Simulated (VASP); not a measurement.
# Co (P6_3/mmc) in VASP: a series of runs, part 2 of 2

VASP 6.6.1. The steps go on from the part before.

### Step 5. Single point, RPBE

This run uses another cell than the first one, of 10.60 Å³/atom.

INCAR

```
ALGO = Normal ; EDIFF = 1E-6
ENCUT = 520 ; GGA = RP
ISIF = 2 ; ISMEAR = -1
LASPH = True ; LCHARG = False
LREAL = False ; LWAVE = False
NBANDS = 26 ; NELM = 80
PREC = Accurate ; SIGMA = 0.1
```

KPOINTS

```
k-points
0
Gamma
  14 14 4
```

POSCAR

```
Co
1.0
    2.4685944098      0.0000000000      0.0000000000
   -1.2342972049      2.1378654706      0.0000000000
    0.0000000000      0.0000000000      8.0351569248
Co
4
Direct
    0.0000000000      1.0000000000      0.0000000000
    0.0000000000      1.0000000000      0.5000000000
    0.3333333333      0.6666666667      0.2500000000
    0.6666666667      0.3333333333      0.7500000000
```

Potentials or basis: VASP PAW PBE potentials, release 64 (Co).

Started as:

```sh
$ cat potpaw_PBE.64/Co/POTCAR > POTCAR
$ mpirun -np 1 vasp_std > vasp.out
```

OUTCAR:

```text
EDIFF = 1E-6
   ENCUT = 520
   GGA = RP
   ISIF = 2
   ISMEAR = -1
   LASPH = True
   LREAL = False
   NELM = 80
   PREC = Accurate

 ion  position               nearest neighbor table
   1  0.000  0.000  0.000-   3 2.46   4 2.46   4 2.46   3 2.46   4 2.46   3 2.46
   2  0.000  0.000  0.500-   3 2.46   4 2.46   4 2.46   3 2.46   4 2.46   3 2.46
   3  0.333  0.667  0.250-   1 2.46   2 2.46   1 2.46   2 2.46   1 2.46   2 2.46
   4  0.667  0.333  0.750-   1 2.46   2 2.46   1 2.46   2 2.46   1 2.46   2 2.46

  LATTYP: Found a hexagonal cell.
 ALAT       =     2.4685944098
 C/A-ratio  =     3.2549522485

  Lattice vectors:

 A1 = (   2.4685944098,   0.0000000000,   0.0000000000)
 A2 = (  -1.2342972049,   2.1378654706,   0.0000000000)
 A3 = (   0.0000000000,   0.0000000000,   8.0351569248)

Analysis of symmetry for initial positions (statically):
=====================================================================
 Subroutine PRICEL returns:
 Original cell was already a primitive cell.

 Routine SETGRP: Setting up the symmetry group for a
 hexagonal supercell.

 Subroutine GETGRP returns: Found 24 space group operations
 (whereof 12 operations were pure point group operations)
 out of a pool of 24 trial point group operations.

The static configuration has the point symmetry D_3d.
 The point group associated with its full space group is D_6h.

Analysis of symmetry for dynamics (positions and initial velocities):
=====================================================================
 Subroutine PRICEL returns:
 Original cell was already a primitive cell.

 Routine SETGRP: Setting up the symmetry group for a
 hexagonal supercell.

 Subroutine GETGRP returns: Found 24 space group operations
 (whereof 12 operations were pure point group operations)
 out of a pool of 24 trial point group operations.

The dynamic configuration has the point symmetry D_3d.
 The point group associated with its full space group is D_6h.

 Subroutine INISYM returns: Found 24 space group operations
 (whereof 12 operations are pure point group operations),
 and found     1 'primitive' translations

----------------------------------------------------------------------------------------

                                     Primitive cell

  volume of cell :      42.4057

  direct lattice vectors                    reciprocal lattice vectors
     2.468594410  0.000000000  0.000000000     0.405088821  0.233878140  0.000000000
    -1.234297205  2.137865471  0.000000000     0.000000000  0.467756280  0.000000000
     0.000000000  0.000000000  8.035156925     0.000000000  0.000000000  0.124453077

  length of vectors
     2.468594410  2.468594410  8.035156925     0.467756280  0.467756280  0.124453077

  position of ions in fractional coordinates (direct lattice)
     0.000000000  0.000000000  0.000000000
     0.000000000  0.000000000  0.500000000
     0.333333333  0.666666667  0.250000000
     0.666666667  0.333333333  0.750000000

  ion indices of the primitive-cell ions
   primitive index   ion index
                 1           1
                 2           2
                 3           3
                 4           4

----------------------------------------------------------------------------------------

 KPOINTS: k-points

Automatic generation of k-mesh.
 Grid dimensions read from file:
 generate k-points for:   14   14    4

 Generating k-lattice:

  Cartesian coordinates                     Fractional coordinates (reciprocal lattice)
     0.028934916  0.016705581  0.000000000     0.071428571  0.000000000  0.000000000
     0.000000000  0.033411163  0.000000000     0.000000000  0.071428571  0.000000000
     0.000000000  0.000000000  0.031113269     0.000000000  0.000000000  0.250000000

  Length of vectors
     0.033411163  0.033411163  0.031113269

  Shift w.r.t. Gamma in fractional coordinates (k-lattice)
     0.000000000  0.000000000  0.000000000

 Subroutine IBZKPT returns following result:
 ===========================================

 Found     72 irreducible k-points:

 Following reciprocal coordinates:
            Coordinates               Weight
  0.000000  0.000000  0.000000      1.000000
  0.071429 -0.000000  0.000000      6.000000
  0.142857  0.000000  0.000000      6.000000
  0.214286 -0.000000  0.000000      6.000000
  0.285714 -0.000000  0.000000      6.000000
  0.357143  0.000000  0.000000      6.000000
[... 16 lines left out ...]
  0.285714  0.285714  0.000000      6.000000
  0.357143  0.285714  0.000000      6.000000
 [... further k-points ...]
   k-points           NKPTS =     72   k-points in BZ     NKDIM =     72   number of bands    NBANDS=     26
   number of dos      NEDOS =    301   number of ions     NIONS =      4
   total plane-waves  NPLWV =  19440
   dimension x,y,z NGX =    18 NGY =   18 NGZ =   60
   dimension x,y,z NGXF=    36 NGYF=   36 NGZF=  120
   ions per type =               4
   NGX,Y,Z   is equivalent  to a cutoff of  12.12, 12.12, 12.41 a.u.
   NGXF,Y,Z  is equivalent  to a cutoff of  24.24, 24.24, 24.83 a.u.
 SYSTEM =  unknown system
   PREC   = accura    normal or accurate (medium, high low for compatibility)
   ISTART =      0    job   : 0-new  1-cont  2-samecut
   ICHARG =      2    charge: 1-file 2-atom 10-const
   ISPIN  =      1    spin polarized calculation?
   LNONCOLLINEAR =      F non collinear calculations
   LSORBIT =      F    spin-orbit coupling
   LASPH  =      T    aspherical Exc in radial PAW
   ENCUT  =  520.0 eV  38.22 Ry    6.18 a.u.   4.59  4.59 14.94*2*pi/ulx,y,z
   NELM   =     80;   NELMIN=  2; NELMDL= -5     # of ELM steps
   EDIFF  = 0.1E-05   stopping-criterion for ELM
   LREAL  =      F    real-space projection
   EDIFFG = 0.1E-04   stopping-criterion for IOM
   NSW    =      0    number of steps for IOM
   IBRION =     -1    ionic relax: 0-MD 1-quasi-New 2-CG
   NFREE  =      0    steps in history (QN), initial steepest desc. (CG)
   ISIF   =      2    stress and relaxation
   ISYM   =      2    0-nonsym 1-usesym 2-fastsym
   POTIM  = 0.5000    time-step for ionic-motion
   TEBEG  =    0.0;   TEEND  =   0.0 temperature during run
   PSTRESS=    0.0 pullay stress
   NELECT =      36.0000    total number of electrons
   NUPDOWN=      -1.0000    fix difference up-down
   EMIN   =  10.00;   EMAX   =-10.00  energy-range for DOS
   EFERMI =   0.00;   METHOD = LEGACY
   ISMEAR =    -1;   SIGMA  =   0.10  broadening in eV -4-tet -1-fermi 0-gaus
   EFERMI_NEDOS =   21; number of points for ismear=-14 and -15
   IALGO  =     38    algorithm
   IMIX   =      4    mixing-type and parameters
     AMIX     =   0.40;   BMIX     =  1.00
     AMIX_MAG =   1.60;   BMIX_MAG =  1.00
  volume/ion in A,a.u.               =      10.60        71.54
  Fermi-wavevector in a.u.,A,eV,Ry     =   1.550128  2.929317 32.693388  2.402896
  Thomas-Fermi vector in A             =   2.654836
   LORBIT       =      0    0 simple, 1 ext, 2 COOP (PROOUT), +10 PAW based schemes
   GGA     = RP    functional components
   LHFCALC =     F    Hartree Fock is set to
   AEXX    =    0.0000 exact exchange contribution
   IVDW    =     0    specifies the selected vdW correction
   LEPSILON=     F    determine dielectric tensor
   LRPA    =     F    only Hartree local field effects (RPA)
 non-spin polarized calculation
  energy-cutoff  :      520.00
  volume of cell :       42.41
 maximum number of plane-waves:      1168
   NGX =  9   NGY =  9   NGZ = 29

 number of electron      35.9999973 magnetization

 Free energy of the ion-electron system (eV)
  ---------------------------------------------------
  ext. energy  EPLUGINS =         0.00000000
  ---------------------------------------------------
  free energy    TOTEN  =       -25.23951678 eV

  energy without entropy =      -24.89985287  energy(sigma->0) =      -25.06968482

 E-fermi :  10.5884     XC(G=0): -13.4495

 val. band max:       10.5821746786   @ k =   0.2143   0.1429   0.2500
 cond. band min:      10.5897459709   @ k =   0.2857  -0.0000   0.2500
 fundamental gap:      0.0075712923
 Fermi energy:        10.5884139860

 k-point     1 :       0.0000    0.0000    0.0000
  band No.  band energies     occupation
      1       1.6696      2.00000
      2       3.9629      2.00000
      3       3.9645      2.00000
      4       5.9053      2.00000
      5       8.3220      2.00000
      6       8.3314      2.00000
[... 685 lines left out ...]
     25      17.5791      0.00000
     26      18.3392      0.00000

 [... further k-points ...]

------------------------ aborting loop because EDIFF is reached ----------------------------------------

  FORCE on cell =-STRESS in cart. coord.  units (eV):
  Direction    XX          YY          ZZ          XY          YZ          ZX
  --------------------------------------------------------------------------------------
  -------------------------------------------------------------------------------------
  Total       -0.1520206     -0.1520206     -0.1524953      0.0000000      0.0000000      0.0000000
  in kB       -5.7436584     -5.7436584     -5.7615938      0.0000000      0.0000000      0.0000000
  external PRESSURE =      -5.7496369 kB  Pullay stress =       0.0000000 kB

 VOLUME and BASIS-vectors are now :
 -----------------------------------------------------------------------------
  energy-cutoff  :      520.00
  volume of cell :       42.41
      direct lattice vectors                 reciprocal lattice vectors
     2.468594410  0.000000000  0.000000000     0.405088821  0.233878140  0.000000000
    -1.234297205  2.137865471  0.000000000     0.000000000  0.467756280  0.000000000
     0.000000000  0.000000000  8.035156925     0.000000000  0.000000000  0.124453077

 POSITION                                       TOTAL-FORCE (eV/Angst)
 -----------------------------------------------------------------------------------
      0.00000      0.00000      0.00000         0.000000      0.000000     -0.000000
      0.00000      0.00000      4.01758         0.000000      0.000000     -0.000000
     -0.00000      1.42524      2.00879         0.000000      0.000000     -0.000000
      1.23430      0.71262      6.02637        -0.000000     -0.000000      0.000000
 -----------------------------------------------------------------------------------
    total drift:                                0.000000     -0.000000      0.000000

  FREE ENERGIE OF THE ION-ELECTRON SYSTEM (eV)
  ---------------------------------------------------
  free  energy   TOTEN  =       -25.2395167751 eV

  energy  without entropy=      -24.8998528706  energy(sigma->0) =      -25.06968482
```

stdout:

```text
POSCAR found type information on POSCAR Co
 POSCAR found :  1 types and       4 ions
 scaLAPACK will be used
 -----------------------------------------------------------------------------
|                                                                             |
|                                                                             |
|     You enforced a specific xc type in the INCAR file but a different       |
|     I HOPE YOU KNOW WHAT YOU ARE DOING!                                     |
|                                                                             |
 -----------------------------------------------------------------------------

 LDA part: xc-table for (Slater+PW92), standard interpolation
 POSCAR, INCAR and KPOINTS ok, starting setup
 FFT: planning ... GRIDC
 FFT: planning ... GRID_SOFT
 FFT: planning ... GRID
 WAVECAR not read
 entering main loop
```

Wall time 96 s (1 thread of Intel Xeon 8259CL, shared host); peak memory 0.19 GiB.

Results:

| Property | Result |
| --- | --- |
| Free energy | -25.2395 eV |
| Pressure | -0.6 GPa |
| Band gap on the k mesh | zero (bands 18 and 19 overlap by 1.13 eV) |

Levels at points of the mesh, in eV from the Fermi level:
| k point | band 16 | band 17 | band 18 | band 19 | band 20 | band 21 |
| --- | --- | --- | --- | --- | --- | --- |
| (0.00, 0.00, 0.00) | -0.81 | -0.81 | -0.45 | -0.45 | -0.18 | -0.18 |
| (0.50, 0.00, 0.00) | 0.34 | 0.37 | 0.46 | 0.47 | 0.49 | 0.53 |
| (0.00, 0.00, 0.50) | -1.52 | -0.63 | -0.63 | -0.63 | -0.63 | 0.07 |
| (0.50, 0.00, 0.50) | -0.04 | 0.33 | 0.33 | 0.45 | 0.45 | 1.86 |

Caveat: the PAW data sets were made with another functional, which shifts forces and pressure a little; the run has no spin polarisation, though such a crystal can be magnetic.

### Step 6. Relaxation of cell and atoms, RPBE

This run uses another cell than the first one, of 11.07 Å³/atom.

INCAR

```
SYSTEM = Co
PREC = Accurate ; ENCUT = 600
EDIFF = 1E-7 ; ISMEAR = -1
SIGMA = 0.1 ; LREAL = .False.
LASPH = .True. ; NELM = 60
ALGO = Normal ; ISIF = 3
LWAVE = .False. ; LCHARG = .False.
GGA = RP ; IBRION = 2
NSW = 80 ; EDIFFG = -0.01
```

KPOINTS

```
regular mesh
0
Gamma
  14 14 4
  0 0 0
```

POSCAR

```
Co
1.0
    2.5018845205      0.0000000000      0.0000000000
   -1.2509422603      2.1666955521      0.0000000000
    0.0000000000      0.0000000000      8.1711548441
Co
4
Direct
    0.0000000000      0.0000000000      0.0000000000
    0.0000000000      0.0000000000      0.5000000000
    0.3333333333      0.6666666667      0.2500000000
    0.6666666667      0.3333333333      0.7500000000
```

Potentials or basis: VASP PAW PBE potentials, release 64 (Co).

Started as:

```sh
$ cat potpaw_PBE.64/Co/POTCAR > POTCAR
$ mpirun -np 1 vasp_std > vasp.out
```

It took 8.8 min on 1 thread of Intel Xeon 8259CL, shared host; peak memory 0.22 GiB.

The run converged. Its results:

```yaml
Free_energy: -25.2379 eV
Relaxed_volume: 10.58 Å³/atom
Relaxed_cell: a = 2.466 Å, b = 2.466 Å, c = 8.030 Å, α = 90.00°, β = 90.00°, γ = 120.00°
Space_group_after_relaxing_to_0.1_Å: P6_3/mmc (No. 194)
Energy_gained_by_relaxing: 15.5 meV/atom
Ionic_steps: 6
Pressure_after_relaxing: -0.1 GPa
```

Stress tensor (GPa, compression positive):
```
-0.02  0.00  0.00
 0.00 -0.02  0.00
 0.00  0.00 -0.15
```

Step by step:
```csv
step,energy change (eV),largest force (eV/Å),pressure (GPa),volume (Å³)
1,0.0000,0.0000,-9.38,44.29
2,0.0133,0.0000,12.53,40.27
3,-0.0619,0.0000,-0.08,42.30
4,-0.0619,0.0000,0.15,42.26
5,-0.0620,0.0000,-0.14,42.32
6,-0.0620,0.0000,-0.06,42.31
```

Final structure:
```cif
data_structure
_symmetry_space_group_name_H-M 'P 1'
_symmetry_Int_Tables_number 1
_cell_length_a 2.4665
_cell_length_b 2.4665
_cell_length_c 8.0304
_cell_angle_alpha 90.000
_cell_angle_beta 90.000
_cell_angle_gamma 120.000
_cell_volume 42.31
loop_
_atom_site_label
_atom_site_type_symbol
_atom_site_fract_x
_atom_site_fract_y
_atom_site_fract_z
_atom_site_occupancy
Co1 Co 0.00000 0.00000 0.00000 1
Co2 Co 0.00000 0.00000 0.50000 1
Co3 Co 0.33333 0.66667 0.25000 1
Co4 Co 0.66667 0.33333 0.75000 1
```

Levels at points of the mesh, in eV from the Fermi level:
```tsv
k point	band 15	band 16	band 17	band 18	band 19	band 20	band 21	band 22
(0.00, 0.00, 0.00)	-1.55	-0.82	-0.82	-0.45	-0.45	-0.18	-0.18	-0.08
(0.50, 0.00, 0.00)	0.31	0.34	0.37	0.46	0.47	0.49	0.53	1.64
(0.00, 0.00, 0.50)	-1.53	-1.53	-0.63	-0.63	-0.63	-0.63	0.07	0.07
(0.50, 0.00, 0.50)	-0.04	-0.04	0.33	0.33	0.45	0.45	1.87	1.87
```

Caveat: the highest band is partly filled, so the run has too few bands; the PAW data sets were made with another functional, which shifts forces and pressure a little; the run has no spin polarisation, though such a crystal can be magnetic. Spin polarisation is off, so any magnetic state and its effect on volume and gap are missing.

### Step 7. Overview

| task | spin | cell | k mesh | cutoff (eV) | smearing | gap on the mesh (eV) | pressure (GPa) | moment (μB) |
| --- | --- | --- | --- | --- | --- | --- | --- | --- |
| single point | collinear, ferromagnetic start | a = 2.519, b = 2.519, c = 8.172 Å, angles 90.0, 90.0, 120.0°, 4 atoms | 14 × 14 × 4 | 520 | fermi-dirac 0.05 eV | none | -0.5 | 6.71 |
| single point | collinear, ferromagnetic start | a = 2.413, b = 2.413, c = 7.831 Å, angles 90.0, 90.0, 120.0°, 4 atoms | 16 × 16 × 5 | 520 | fermi-dirac 0.05 eV | none | 31.5 | 6.26 |
| single point | collinear, ferromagnetic start | a = 2.449, b = 2.449, c = 7.948 Å, angles 90.0, 90.0, 120.0°, 4 atoms | 16 × 16 × 5 | 520 | fermi-dirac 0.05 eV | none | 17.9 | 6.35 |
| single point | off | a = 2.469, b = 2.469, c = 8.035 Å, angles 90.0, 90.0, 120.0°, 4 atoms | 14 × 14 × 4 | 520 | fermi-dirac 0.1 eV | none | -0.6 | - |
| relaxation of cell and atoms | off | relaxed from a = 2.502, b = 2.502, c = 8.171 Å, angles 90.0, 90.0, 120.0°, 4 atoms | 14 × 14 × 4 | 600 | fermi-dirac 0.1 eV | - | -0.1 | - |

Alike in all rows: level RPBE; potentials or basis VASP PAW PBE potentials, release 64 (Co).

Caveats: the PAW data sets were made with another functional, which shifts forces and pressure a little; the cell stands under pressure (at least some runs); the highest band is partly filled, so the run has too few bands (at least some runs).

Total energies depend on the potentials used, so only differences within one code and one set of settings carry meaning.
